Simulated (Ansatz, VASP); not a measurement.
Two plane-wave programs on PbF2

```
Pb F
1.0
     0.00000    3.02825    3.02825
     3.02825    0.00000    3.02825
     3.02825    3.02825    0.00000
Pb F
1 2
Direct
  0.00000 0.00000 0.00000
  0.25000 0.25000 0.25000
  0.75000 0.75000 0.75000
```

Alike in both runs: task single point; functional HSE06; k mesh 4 × 4 × 4; no spin polarisation.

|  | VASP | Ansatz |
| --- | --- | --- |
| version | VASP 6.6.1 | Ansatz 0.2.0 |
| potentials or method | VASP PAW PBE potentials, release 64 (Pb_d, F), cutoff 520 eV | scalar-relativistic, plane waves, PAW |
| occupations | gaussian, width 0.01 eV | fixed |
| valence electrons in the cell | 28 | 28 |

```csv
,VASP,Ansatz,Ansatz less VASP
gap on the k mesh at the Fermi level (eV),5.77,5.77,+0.007
least direct gap on the mesh (eV),5.90,5.90,+0.006
pressure (GPa),-3.4,-3.3,+0.10
```

Ansatz's warnings: stress exchange threshold loose, stress scf threshold loose.

The k mesh is coarse, so the values compare programs but aren't converged. Spin-orbit coupling is off throughout.
